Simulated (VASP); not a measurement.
# Cs in VASP: further runs, part 2 of 2

VASP 6.6.1. The steps go on from the part before.

**3. Single point, PBEsol, collinear spin**

This run uses another cell than the first one.

The input, INCAR:

```
  PREC = Accurate
  ENCUT = 520
  EDIFF = 1E-7
  ISMEAR = 0
  SIGMA = 0.05
  LREAL = F
  LASPH = T
  NELM = 150
  ALGO = Normal
  ISIF = 2
  LWAVE = F
  LCHARG = F
  ISPIN = 2
  MAGMOM = 0.5 0.5 0.5 0.5
  LORBIT = 11
  GGA = PS
  NBANDS = 30
```

The input, KPOINTS:

```
Automatic mesh
0
Gamma
  1 1 7
```

The input, POSCAR:

```
Cs
1.0
   13.9000000000      0.0000000000      0.0000000000
    0.0000000000      9.3000000000      0.0000000000
    0.0000000000      0.0000000000      9.3691900833
Cs
4
Direct
    0.3230638563      0.5000000000      0.0000000000
    0.3230638563      0.5000000000      0.5000000000
    0.6769361437      0.5000000000      0.0000000000
    0.6769361437      0.5000000000      0.5000000000
```

Potentials or basis: VASP PAW PBE potentials, release 64 (Cs_sv).

On the command line:

```console
> cat potpaw_PBE.64/Cs_sv/POTCAR > POTCAR
> mpirun -np 1 vasp_std > vasp.out
```

OUTCAR:

```text
PREC = Accurate
   ENCUT = 520
   EDIFF = 1E-7
   ISMEAR = 0
   LREAL = F
   LASPH = T
   NELM = 150
   ISIF = 2
   ISPIN = 2
   LORBIT = 11
   GGA = PS

 ion  position               nearest neighbor table
   1  0.323  0.500  0.000-
   2  0.323  0.500  0.500-
   3  0.677  0.500  0.000-
   4  0.677  0.500  0.500-

  LATTYP: Found a simple orthorhombic cell.
 ALAT       =     9.3000000000
 B/A-ratio  =     1.0074397939
 C/A-ratio  =     1.4946236559

  Lattice vectors:

 A1 = (   0.0000000000,   9.3000000000,   0.0000000000)
 A2 = (   0.0000000000,   0.0000000000,   9.3691900833)
 A3 = (  13.9000000000,   0.0000000000,   0.0000000000)

Analysis of symmetry for initial positions (statically):
=====================================================================
 Subroutine PRICEL returns following result:

  LATTYP: Found a simple orthorhombic cell.
 ALAT       =     4.6845950416
 B/A-ratio  =     1.9852302957
 C/A-ratio  =     2.9671721625
[... 12 lines left out ...]
 Subroutine GETGRP returns: Found  8 space group operations
 (whereof  8 operations were pure point group operations)
 out of a pool of  8 trial point group operations.

The static configuration has the point symmetry D_2h.

Analysis of symmetry for dynamics (positions and initial velocities):
=====================================================================
 Subroutine PRICEL returns following result:

  LATTYP: Found a simple orthorhombic cell.
 ALAT       =     4.6845950416
 B/A-ratio  =     1.9852302957
 C/A-ratio  =     2.9671721625
[... 12 lines left out ...]
 Subroutine GETGRP returns: Found  8 space group operations
 (whereof  8 operations were pure point group operations)
 out of a pool of  8 trial point group operations.

The dynamic configuration has the point symmetry D_2h.

Analysis of structural, dynamic, and magnetic symmetry:
=====================================================================
 Subroutine PRICEL returns following result:

  LATTYP: Found a simple orthorhombic cell.
 ALAT       =     4.6845950416
 B/A-ratio  =     1.9852302957
 C/A-ratio  =     2.9671721625
[... 12 lines left out ...]
 Subroutine GETGRP returns: Found  8 space group operations
 (whereof  8 operations were pure point group operations)
 out of a pool of  8 trial point group operations.

The overall configuration has the point symmetry D_2h.

 Subroutine INISYM returns: Found  8 space group operations
 (whereof  8 operations are pure point group operations),
 and found     2 'primitive' translations

----------------------------------------------------------------------------------------

                                     Primitive cell

  volume of cell :     605.5776

  direct lattice vectors                    reciprocal lattice vectors
     0.000000000  0.000000000 -4.684595042     0.000000000  0.000000000 -0.213465623
     0.000000000  9.300000000  0.000000000     0.000000000  0.107526882  0.000000000
    13.900000000  0.000000000  0.000000000     0.071942446  0.000000000  0.000000000

  length of vectors
     4.684595042  9.300000000 13.900000000     0.213465623  0.107526882  0.071942446

  position of ions in fractional coordinates (direct lattice)
     0.000000000  0.500000000  0.323063856
     0.000000000  0.500000000  0.676936144
[... 54 lines left out ...]
   ENCUT  =  520.0 eV  38.22 Ry    6.18 a.u.  25.84 17.29 17.42*2*pi/ulx,y,z
   NELM   =    150;   NELMIN=  2; NELMDL= -5     # of ELM steps
   EDIFF  = 0.1E-06   stopping-criterion for ELM
   LREAL  =      F    real-space projection
   EDIFFG = 0.1E-05   stopping-criterion for IOM
   NSW    =      0    number of steps for IOM
   IBRION =     -1    ionic relax: 0-MD 1-quasi-New 2-CG
   NFREE  =      0    steps in history (QN), initial steepest desc. (CG)
   ISIF   =      2    stress and relaxation
   ISYM   =      2    0-nonsym 1-usesym 2-fastsym
   POTIM  = 0.5000    time-step for ionic-motion
   TEBEG  =    0.0;   TEEND  =   0.0 temperature during run
   PSTRESS=    0.0 pullay stress
   NELECT =      36.0000    total number of electrons
   NUPDOWN=      -1.0000    fix difference up-down
   EMIN   =  10.00;   EMAX   =-10.00  energy-range for DOS
   EFERMI =   0.00;   METHOD = LEGACY
   ISMEAR =     0;   SIGMA  =   0.05  broadening in eV -4-tet -1-fermi 0-gaus
   EFERMI_NEDOS =   21; number of points for ismear=-14 and -15
   IALGO  =     38    algorithm
   IMIX   =      4    mixing-type and parameters
     AMIX     =   0.40;   BMIX     =  1.00
     AMIX_MAG =   1.60;   BMIX_MAG =  1.00
  volume/ion in A,a.u.               =     302.79      2043.32
  Fermi-wavevector in a.u.,A,eV,Ry     =   0.507118  0.958314  3.498993  0.257169
  Thomas-Fermi vector in A             =   1.518478
   LORBIT       =     11    0 simple, 1 ext, 2 COOP (PROOUT), +10 PAW based schemes
   GGA     = PS    functional components
   LHFCALC =     F    Hartree Fock is set to
   AEXX    =    0.0000 exact exchange contribution
   IVDW    =     0    specifies the selected vdW correction
   LEPSILON=     F    determine dielectric tensor
   LRPA    =     F    only Hartree local field effects (RPA)
 spin polarized calculation
 Gauss-broadening in eV      SIGMA  =   0.05
  energy-cutoff  :      520.00
  volume of cell :     1211.16
 maximum number of plane-waves:     32663
 NGX is ok and might be reduce to   108
   NGX = 51   NGY = 35   NGZ = 35

 number of electron      36.0000002 magnetization      -0.0000589

 number of electron      36.0000002 magnetization       0.0000246

 Free energy of the ion-electron system (eV)
  ---------------------------------------------------
  ext. energy  EPLUGINS =         0.00000000
  ---------------------------------------------------
  free energy    TOTEN  =        -2.48593760 eV

  energy without entropy =       -2.48018456  energy(sigma->0) =       -2.48306108

 E-fermi :  -1.0619     XC(G=0):  -3.0867

 val. band max:       -1.1126293568   @ k =   0.0000   0.0000   0.2857
 cond. band min:      -1.0111344785   @ k =   0.0000   0.0000   0.2857
 fundamental gap:      0.1014948783
 Fermi energy:        -1.0618832756

 spin component 1

 k-point     1 :       0.0000    0.0000    0.0000
  band No.  band energies     occupation
      1     -25.3632      1.00000
      2     -25.3591      1.00000
      3     -25.3477      1.00000
      4     -25.3437      1.00000
      5     -12.2662      1.00000
      6     -12.2534      1.00000
[... 121 lines left out ...]
     29       0.6137      0.00000
     30       0.6663      0.00000
 Fermi energy:        -1.0618832756

 spin component 2

 k-point     1 :       0.0000    0.0000    0.0000
  band No.  band energies     occupation
      1     -25.3632      1.00000
      2     -25.3591      1.00000
      3     -25.3477      1.00000
      4     -25.3437      1.00000
      5     -12.2662      1.00000
      6     -12.2534      1.00000
[... 121 lines left out ...]
     29       0.6137      0.00000
     30       0.6663      0.00000

------------------------ aborting loop because EDIFF is reached ----------------------------------------

  FORCE on cell =-STRESS in cart. coord.  units (eV):
  Direction    XX          YY          ZZ          XY          YZ          ZX
  --------------------------------------------------------------------------------------
  -------------------------------------------------------------------------------------
  Total        0.6509742     -1.6035452      0.8786772      0.0000000     -0.0000000      0.0000000
  in kB        0.8611415     -2.1212507      1.1623586      0.0000000     -0.0000000      0.0000000
  external PRESSURE =      -0.0325835 kB  Pullay stress =       0.0000000 kB

 VOLUME and BASIS-vectors are now :
 -----------------------------------------------------------------------------
  energy-cutoff  :      520.00
  volume of cell :     1211.16
      direct lattice vectors                 reciprocal lattice vectors
    13.900000000  0.000000000  0.000000000     0.071942446  0.000000000  0.000000000
     0.000000000  9.300000000  0.000000000     0.000000000  0.107526882  0.000000000
     0.000000000  0.000000000  9.369190083     0.000000000  0.000000000  0.106732812

 POSITION                                       TOTAL-FORCE (eV/Angst)
 -----------------------------------------------------------------------------------
      4.49059      4.65000      0.00000        -0.048598      0.000000      0.000000
      4.49059      4.65000      4.68460        -0.048598     -0.000000     -0.000000
      9.40941      4.65000      0.00000         0.048598     -0.000000      0.000000
      9.40941      4.65000      4.68460         0.048598      0.000000      0.000000
 -----------------------------------------------------------------------------------
    total drift:                                0.000000     -0.000000      0.000000

  FREE ENERGIE OF THE ION-ELECTRON SYSTEM (eV)
  ---------------------------------------------------
  free  energy   TOTEN  =        -2.4859375997 eV

  energy  without entropy=       -2.4801845579  energy(sigma->0) =       -2.48306108

 total charge

# of ion       s       p       d       tot
------------------------------------------
    1        1.872   4.664   0.007   6.543
    2        1.872   4.664   0.007   6.543
    3        1.872   4.664   0.007   6.543
    4        1.872   4.664   0.007   6.543
--------------------------------------------------
tot          7.489  18.655   0.030  26.173

 magnetization (x)

# of ion       s       p       d       tot
------------------------------------------
    1        0.000  -0.000  -0.000  -0.000
    2        0.000  -0.000  -0.000  -0.000
    3        0.000  -0.000  -0.000  -0.000
    4        0.000  -0.000  -0.000  -0.000
--------------------------------------------------
tot          0.000  -0.000  -0.000  -0.000
```

It took 8 min on 1 thread of Intel Xeon 6975P-C (Granite Rapids), shared host; peak memory 1.3 GiB.

Results:

| Property | Result |
| --- | --- |
| Free energy | -2.4859 eV |
| Largest force | 0.049 eV/Å |
| Net moment | 0.00 μB per cell |
| Valence electrons inside the program's atomic spheres | Cs 6.54 |

Forces on the atoms (eV/Å):
```
Cs  -0.049  0.000  0.000
Cs  -0.049  0.000  0.000
Cs   0.049  0.000  0.000
Cs   0.049  0.000  0.000
```

Caveat: the PAW data sets were made with another functional, which shifts forces and pressure a little; spin-orbit coupling is left out, which moves the levels of the heavy elements.
